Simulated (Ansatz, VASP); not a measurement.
# Two plane-wave programs on AlNi

```xyz
4
Lattice="0.0000 4.0443 0.0000 -4.0448 0.0000 0.0000 2.0224 -2.0222 2.8700" Properties=species:S:1:pos:R:3 pbc="T T T"
Al   -2.0224    2.0222    0.0000
Al   -4.0448    0.0000    0.0000
Ni    0.0000    2.0222    1.4350
Ni   -2.0224    0.0000    1.4350
```

Alike in both runs: task single point; functional r2SCAN; k mesh 12 × 12 × 12; occupations gaussian, width 0.15 eV; no spin polarisation.

```csv
,VASP,Ansatz
version,VASP 6.6.1,Ansatz 0.2.0
potentials or method,"VASP PAW PBE potentials, release 64 (Al, Ni), cutoff 520 eV","scalar-relativistic, plane waves, PAW"
valence electrons in the cell,26,42
```

|  | VASP | Ansatz | Ansatz less VASP |
| --- | --- | --- | --- |
| gap on the k mesh at the Fermi level (eV) | none | none | - |
| pressure (GPa) | -0.2 | 0.0 | +0.22 |
| traceless stress, the component that is largest in VASP (GPa) | -0.20 | -0.19 | +0.006 |

VASP's potentials were made for PBE, not for r2SCAN. A gap of «none» marks a metal or a gap that the smearing closes. VASP's potentials hold 26 valence electrons a cell and Ansatz's 42, so a difference there can come from the potentials and not from the codes.
